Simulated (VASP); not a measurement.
# ScBF6 (Pm-3m) in VASP: single point with PBE

Aim: the single point of ScBF6 with PBE.

Program: VASP 6.6.1. These are calculated values, not measurements. Logs are shortened: lines on timing, memory, paths and dates and some standing lists are left out, and cuts for length are marked.

## 1. The cell of the first run

It takes space group Pm-3m (No. 221, cubic). Conventional cell: a = 5.365 Å, b = 5.365 Å, c = 5.365 Å, α = 90.00°, β = 90.00°, γ = 90.00°. Sc (site symmetry m-3m) has 24 F at 3.95 Å and 8 B at 4.65 Å and 6 Sc at 5.37 Å within 5.4 Å. B (site symmetry m-3m) has 6 F at 1.58 Å within 2.1 Å. F (site symmetry 4mm) has 1 B at 1.58 Å within 2.1 Å.

The cell was built from a structure type or drawn by symmetry, and may not be a known phase.

## 2. Single point, PBE

File INCAR:

```
PREC = Accurate ; ENCUT = 520
EDIFF = 1E-7 ; ISMEAR = 0
SIGMA = 0.1 ; LREAL = False
LASPH = True ; NELM = 100
ALGO = Normal ; ISIF = 2
LWAVE = False ; LCHARG = False
GGA = PE ; NBANDS = 38
```

File KPOINTS:

```
Automatic mesh
0
Gamma
  4 4 4
```

File POSCAR:

```
ScBF6
1.0
    5.3653612455      0.0000000000      0.0000000000
    0.0000000000      5.3653612455      0.0000000000
    0.0000000000      0.0000000000      5.3653612455
Sc B F
1 1 6
Direct
    0.5000000000      0.5000000000      0.5000000000
    0.0000000000      0.0000000000      0.0000000000
    0.2945531746      0.0000000000      0.0000000000
    0.7054468254      0.0000000000      0.0000000000
    0.0000000000      0.2945531746      0.0000000000
    0.0000000000      0.7054468254      0.0000000000
    0.0000000000      0.0000000000      0.2945531746
    0.0000000000      0.0000000000      0.7054468254
```

Potentials or basis: VASP PAW PBE potentials, release 64 (Sc_sv, B, F).

On the command line:

```
$ cat potpaw_PBE.64/Sc_sv/POTCAR potpaw_PBE.64/B/POTCAR potpaw_PBE.64/F/POTCAR > POTCAR
$ mpirun -np 1 vasp_std > vasp.out
```

OUTCAR:

```text
PREC = Accurate
   ENCUT = 520
   EDIFF = 1E-7
   ISMEAR = 0
   LREAL = False
   LASPH = True
   NELM = 100
   ISIF = 2
   GGA = PE

 ion  position               nearest neighbor table
   1  0.500  0.500  0.500-
   2  0.000  0.000  0.000-   3 1.58   4 1.58   5 1.58   6 1.58   7 1.58   8 1.58
   3  0.295  0.000  0.000-   2 1.58
   4  0.705  0.000  0.000-   2 1.58
   5  0.000  0.295  0.000-   2 1.58
   6  0.000  0.705  0.000-   2 1.58
   7  0.000  0.000  0.295-   2 1.58
   8  0.000  0.000  0.705-   2 1.58

  LATTYP: Found a simple cubic cell.
 ALAT       =     5.3653612455

  Lattice vectors:

 A1 = (   5.3653612455,   0.0000000000,   0.0000000000)
 A2 = (   0.0000000000,   5.3653612455,   0.0000000000)
 A3 = (   0.0000000000,   0.0000000000,   5.3653612455)

Analysis of symmetry for initial positions (statically):
=====================================================================
 Subroutine PRICEL returns:
 Original cell was already a primitive cell.

 Routine SETGRP: Setting up the symmetry group for a
 simple cubic supercell.

 Subroutine GETGRP returns: Found 48 space group operations
 (whereof 48 operations were pure point group operations)
 out of a pool of 48 trial point group operations.

The static configuration has the point symmetry O_h .

Analysis of symmetry for dynamics (positions and initial velocities):
=====================================================================
 Subroutine PRICEL returns:
 Original cell was already a primitive cell.

 Routine SETGRP: Setting up the symmetry group for a
 simple cubic supercell.

 Subroutine GETGRP returns: Found 48 space group operations
 (whereof 48 operations were pure point group operations)
 out of a pool of 48 trial point group operations.

The dynamic configuration has the point symmetry O_h .

 Subroutine INISYM returns: Found 48 space group operations
 (whereof 48 operations are pure point group operations),
 and found     1 'primitive' translations

----------------------------------------------------------------------------------------

                                     Primitive cell

  volume of cell :     154.4532

  direct lattice vectors                    reciprocal lattice vectors
     5.365361245  0.000000000  0.000000000     0.186380740  0.000000000  0.000000000
     0.000000000  5.365361245  0.000000000     0.000000000  0.186380740  0.000000000
     0.000000000  0.000000000  5.365361245     0.000000000  0.000000000  0.186380740

  length of vectors
     5.365361245  5.365361245  5.365361245     0.186380740  0.186380740  0.186380740

  position of ions in fractional coordinates (direct lattice)
     0.500000000  0.500000000  0.500000000
     0.000000000  0.000000000  0.000000000
     0.294553175  0.000000000  0.000000000
     0.705446825  0.000000000  0.000000000
     0.000000000  0.294553175  0.000000000
     0.000000000  0.705446825  0.000000000
     0.000000000  0.000000000  0.294553175
     0.000000000  0.000000000  0.705446825

  ion indices of the primitive-cell ions
   primitive index   ion index
                 1           1
                 2           2
                 3           3
                 4           4
                 5           5
                 6           6
                 7           7
                 8           8

----------------------------------------------------------------------------------------

 KPOINTS: Automatic mesh

Automatic generation of k-mesh.
 Grid dimensions read from file:
 generate k-points for:    4    4    4

 Generating k-lattice:

  Cartesian coordinates                     Fractional coordinates (reciprocal lattice)
     0.046595185  0.000000000  0.000000000     0.250000000  0.000000000  0.000000000
     0.000000000  0.046595185  0.000000000     0.000000000  0.250000000  0.000000000
     0.000000000  0.000000000  0.046595185     0.000000000  0.000000000  0.250000000

  Length of vectors
     0.046595185  0.046595185  0.046595185

  Shift w.r.t. Gamma in fractional coordinates (k-lattice)
     0.000000000  0.000000000  0.000000000

 Subroutine IBZKPT returns following result:
 ===========================================

 Found     10 irreducible k-points:

 Following reciprocal coordinates:
            Coordinates               Weight
  0.000000  0.000000  0.000000      1.000000
  0.250000  0.000000  0.000000      6.000000
  0.500000  0.000000  0.000000      3.000000
  0.250000  0.250000  0.000000     12.000000
  0.500000  0.250000  0.000000     12.000000
  0.500000  0.500000  0.000000      3.000000
  0.250000  0.250000  0.250000      8.000000
  0.500000  0.250000  0.250000     12.000000
  0.500000  0.500000  0.250000      6.000000
  0.500000  0.500000  0.500000      1.000000
   k-points           NKPTS =     10   k-points in BZ     NKDIM =     10   number of bands    NBANDS=     38
   number of dos      NEDOS =    301   number of ions     NIONS =      8
   total plane-waves  NPLWV =  64000
   dimension x,y,z NGX =    40 NGY =   40 NGZ =   40
   dimension x,y,z NGXF=    80 NGYF=   80 NGZF=   80
   ions per type =               1   1   6
   NGX,Y,Z   is equivalent  to a cutoff of  12.39, 12.39, 12.39 a.u.
   NGXF,Y,Z  is equivalent  to a cutoff of  24.79, 24.79, 24.79 a.u.
 SYSTEM =  unknown system
   PREC   = accura    normal or accurate (medium, high low for compatibility)
   ISTART =      0    job   : 0-new  1-cont  2-samecut
   ICHARG =      2    charge: 1-file 2-atom 10-const
   ISPIN  =      1    spin polarized calculation?
   LNONCOLLINEAR =      F non collinear calculations
   LSORBIT =      F    spin-orbit coupling
   LASPH  =      T    aspherical Exc in radial PAW
   ENCUT  =  520.0 eV  38.22 Ry    6.18 a.u.   9.98  9.98  9.98*2*pi/ulx,y,z
   NELM   =    100;   NELMIN=  2; NELMDL= -5     # of ELM steps
   EDIFF  = 0.1E-06   stopping-criterion for ELM
   LREAL  =      F    real-space projection
   EDIFFG = 0.1E-05   stopping-criterion for IOM
   NSW    =      0    number of steps for IOM
   IBRION =     -1    ionic relax: 0-MD 1-quasi-New 2-CG
   NFREE  =      0    steps in history (QN), initial steepest desc. (CG)
   ISIF   =      2    stress and relaxation
   ISYM   =      2    0-nonsym 1-usesym 2-fastsym
   POTIM  = 0.5000    time-step for ionic-motion
   TEBEG  =    0.0;   TEEND  =   0.0 temperature during run
   PSTRESS=    0.0 pullay stress
   NELECT =      56.0000    total number of electrons
   NUPDOWN=      -1.0000    fix difference up-down
   EMIN   =  10.00;   EMAX   =-10.00  energy-range for DOS
   EFERMI =   0.00;   METHOD = LEGACY
   ISMEAR =     0;   SIGMA  =   0.10  broadening in eV -4-tet -1-fermi 0-gaus
   EFERMI_NEDOS =   21; number of points for ismear=-14 and -15
   IALGO  =     38    algorithm
   IMIX   =      4    mixing-type and parameters
     AMIX     =   0.40;   BMIX     =  1.00
     AMIX_MAG =   1.60;   BMIX_MAG =  1.00
  volume/ion in A,a.u.               =      19.31       130.29
  Fermi-wavevector in a.u.,A,eV,Ry     =   1.167361  2.205993 18.541093  1.362732
  Thomas-Fermi vector in A             =   2.303862
   LORBIT       =      0    0 simple, 1 ext, 2 COOP (PROOUT), +10 PAW based schemes
   GGA     = PE    functional components
   LHFCALC =     F    Hartree Fock is set to
   AEXX    =    0.0000 exact exchange contribution
   IVDW    =     0    specifies the selected vdW correction
   LEPSILON=     F    determine dielectric tensor
   LRPA    =     F    only Hartree local field effects (RPA)
 non-spin polarized calculation
 Gauss-broadening in eV      SIGMA  =   0.10
  energy-cutoff  :      520.00
  volume of cell :      154.45
 maximum number of plane-waves:      4224
 NGX is ok and might be reduce to    40
   NGX = 19   NGY = 19   NGZ = 19

 number of electron      55.9999954 magnetization

 Free energy of the ion-electron system (eV)
  ---------------------------------------------------
  ext. energy  EPLUGINS =         0.00000000
  ---------------------------------------------------
  free energy    TOTEN  =       -33.23744980 eV

  energy without entropy =      -33.10822549  energy(sigma->0) =      -33.17283764

 E-fermi :  -1.7637     XC(G=0):  -7.0574

 val. band max:       -1.7826896414   @ k =   0.0000   0.0000   0.0000
 cond. band min:      -1.7603276851   @ k =   0.2500   0.0000   0.0000
 fundamental gap:      0.0223619563
 Fermi energy:        -1.7637392920

 k-point     1 :       0.0000    0.0000    0.0000
  band No.  band energies     occupation
      1     -53.9756      2.00000
      2     -32.5421      2.00000
      3     -32.5421      2.00000
      4     -32.5421      2.00000
      5     -24.4006      2.00000
      6     -22.4773      2.00000
[... 30 lines left out ...]
     37       4.6457      0.00000
     38       6.9645      0.00000

 k-point     2 :       0.2500    0.0000    0.0000
  band No.  band energies     occupation
      1     -53.9756      2.00000
      2     -32.5422      2.00000
      3     -32.5421      2.00000
      4     -32.5421      2.00000
      5     -24.3572      2.00000
      6     -22.7265      2.00000
[... 30 lines left out ...]
     37       4.6903      0.00000
     38       7.1328      0.00000

 k-point     3 :       0.5000    0.0000    0.0000
  band No.  band energies     occupation
      1     -53.9756      2.00000
      2     -32.5423      2.00000
      3     -32.5421      2.00000
      4     -32.5421      2.00000
      5     -24.3084      2.00000
      6     -22.9014      2.00000
[... 30 lines left out ...]
     37       4.7375      0.00000
     38       7.3304      0.00000

 k-point     4 :       0.2500    0.2500    0.0000
  band No.  band energies     occupation
      1     -53.9756      2.00000
      2     -32.5422      2.00000
      3     -32.5422      2.00000
      4     -32.5421      2.00000
      5     -24.3118      2.00000
      6     -22.7444      2.00000
[... 30 lines left out ...]
     37       4.7105      0.00000
     38       7.6630      0.00000

 k-point     5 :       0.5000    0.2500    0.0000
  band No.  band energies     occupation
      1     -53.9756      2.00000
      2     -32.5423      2.00000
      3     -32.5422      2.00000
      4     -32.5421      2.00000
      5     -24.2606      2.00000
      6     -22.9013      2.00000
[... 30 lines left out ...]
     37       4.7312      0.00000
     38       7.9482      0.00000

 k-point     6 :       0.5000    0.5000    0.0000
  band No.  band energies     occupation
      1     -53.9756      2.00000
      2     -32.5423      2.00000
      3     -32.5423      2.00000
      4     -32.5421      2.00000
      5     -24.2061      2.00000
      6     -22.9012      2.00000
[... 30 lines left out ...]
     37       4.7244      0.00000
     38       7.5259      0.00000

 k-point     7 :       0.2500    0.2500    0.2500
  band No.  band energies     occupation
      1     -53.9756      2.00000
      2     -32.5422      2.00000
      3     -32.5422      2.00000
      4     -32.5422      2.00000
      5     -24.2645      2.00000
      6     -22.7443      2.00000
[... 30 lines left out ...]
     37       3.7313      0.00000
     38       8.7762      0.00000

 k-point     8 :       0.5000    0.2500    0.2500
  band No.  band energies     occupation
      1     -53.9756      2.00000
      2     -32.5423      2.00000
      3     -32.5422      2.00000
      4     -32.5422      2.00000
      5     -24.2102      2.00000
      6     -22.9012      2.00000
[... 30 lines left out ...]
     37       3.8278      0.00000
     38       8.2676      0.00000

 k-point     9 :       0.5000    0.5000    0.2500
  band No.  band energies     occupation
      1     -53.9756      2.00000
      2     -32.5423      2.00000
      3     -32.5423      2.00000
      4     -32.5422      2.00000
      5     -24.1519      2.00000
      6     -22.9008      2.00000
[... 30 lines left out ...]
     37       3.8822      0.00000
     38       7.7789      0.00000

 k-point    10 :       0.5000    0.5000    0.5000
  band No.  band energies     occupation
      1     -53.9756      2.00000
      2     -32.5423      2.00000
      3     -32.5423      2.00000
      4     -32.5423      2.00000
      5     -24.0891      2.00000
      6     -22.9011      2.00000
[... 30 lines left out ...]
     37       3.2535      0.00000
     38       8.1213      0.00000

------------------------ aborting loop because EDIFF is reached ----------------------------------------

  FORCE on cell =-STRESS in cart. coord.  units (eV):
  Direction    XX          YY          ZZ          XY          YZ          ZX
  --------------------------------------------------------------------------------------
  -------------------------------------------------------------------------------------
  Total       -0.0340175     -0.0340175     -0.0340175      0.0000000      0.0000000     -0.0000000
  in kB       -0.3528715     -0.3528715     -0.3528715      0.0000000      0.0000000     -0.0000000
  external PRESSURE =      -0.3528715 kB  Pullay stress =       0.0000000 kB

 VOLUME and BASIS-vectors are now :
 -----------------------------------------------------------------------------
  energy-cutoff  :      520.00
  volume of cell :      154.45
      direct lattice vectors                 reciprocal lattice vectors
     5.365361245  0.000000000  0.000000000     0.186380740  0.000000000  0.000000000
     0.000000000  5.365361245  0.000000000     0.000000000  0.186380740  0.000000000
     0.000000000  0.000000000  5.365361245     0.000000000  0.000000000  0.186380740

 POSITION                                       TOTAL-FORCE (eV/Angst)
 -----------------------------------------------------------------------------------
      2.68268      2.68268      2.68268         0.000000     -0.000000      0.000000
      0.00000      0.00000      0.00000         0.000000     -0.000000      0.000000
      1.58038      0.00000      0.00000         0.068821     -0.000000     -0.000000
      3.78498      0.00000      0.00000        -0.068821     -0.000000      0.000000
      0.00000      1.58038      0.00000         0.000000      0.068821     -0.000000
      0.00000      3.78498      0.00000         0.000000     -0.068821      0.000000
      0.00000      0.00000      1.58038         0.000000     -0.000000      0.068821
      0.00000      0.00000      3.78498        -0.000000     -0.000000     -0.068821
 -----------------------------------------------------------------------------------
    total drift:                               -0.000000      0.000000      0.000000

  FREE ENERGIE OF THE ION-ELECTRON SYSTEM (eV)
  ---------------------------------------------------
  free  energy   TOTEN  =       -33.2374497999 eV

  energy  without entropy=      -33.1082254869  energy(sigma->0) =      -33.17283764
```

Wall time 3.5 min (1 thread of Intel Xeon Platinum 8488C (Sapphire Rapids), shared host); peak memory 0.25 GiB.

Results:

```yaml
Free_energy: -33.2374 eV
Pressure: 0.0 GPa
Largest_force: 0.069 eV/Å
Band_gap_on_the_k_mesh: zero (bands 28 and 29 overlap by 0.05 eV)
```

Forces in eV/Å, atoms in the order of the input:
```
Sc   0.000  0.000  0.000
B    0.000  0.000  0.000
F    0.069  0.000  0.000
F   -0.069  0.000  0.000
F    0.000  0.069  0.000
F    0.000 -0.069  0.000
F    0.000  0.000  0.069
F    0.000  0.000 -0.069
```
